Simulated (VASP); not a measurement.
## C: single point with PBE+D4

Crystal: C.

```
C
1.0
     2.45985    0.00000    0.00000
    -1.22992    2.13029    0.00000
     0.00000    0.00000    6.66283
C
4
Direct
  0.00000 0.00000 0.25000
  0.33333 0.66667 0.25000
  0.00000 0.00000 0.75000
  0.66667 0.33333 0.75000
```

| Property | Result |
| --- | --- |
| Program | VASP 6.6.1 |
| Task | single point |
| Functional | PBE |
| Dispersion | D4 |
| Potentials or basis | VASP PAW PBE potentials, release 64 (C) |
| Cutoff | 520 eV |
| k mesh | 24 × 24 × 6 |
| Occupations | fermi-dirac, width 0.05 eV |
| Spin | no spin polarisation |

- Pressure: 0.4 GPa
- Band gap on the k mesh: zero (band 8 reaches 4.78 eV, above the bottom of band 9 at 4.75 eV)
- Dispersion energy per atom: -0.177 eV

Stress tensor (GPa, compression positive):
```
 0.72  0.00  0.00
 0.00  0.72  0.00
 0.00  0.00 -0.10
```

Levels at points of the mesh, in eV from the Fermi level:
| k point | band 4 | band 5 | band 6 | band 7 | band 8 | band 9 | band 10 | band 11 | band 12 | band 13 |
| --- | --- | --- | --- | --- | --- | --- | --- | --- | --- | --- |
| (0.00, 0.00, 0.00) | -6.54 | -3.01 | -3.01 | -2.99 | -2.99 | 4.33 | 8.37 | 8.37 | 8.42 | 8.42 |
| (0.50, 0.00, 0.00) | -13.19 | -6.43 | -6.37 | -2.79 | -2.08 | 1.52 | 2.21 | 7.27 | 7.68 | 11.33 |
| (0.00, 0.00, 0.50) | -7.66 | -3.00 | -3.00 | -3.00 | -3.00 | 7.02 | 7.02 | 8.40 | 8.40 | 8.40 |
| (0.50, 0.00, 0.50) | -13.25 | -6.40 | -6.40 | -2.36 | -2.36 | 1.66 | 1.66 | 7.47 | 7.47 | 12.65 |

It took 44 s on 1 thread of Intel(R) Xeon(R) 6975P-C (Granite Rapids), on a shared host, peak memory 0.21 GiB.
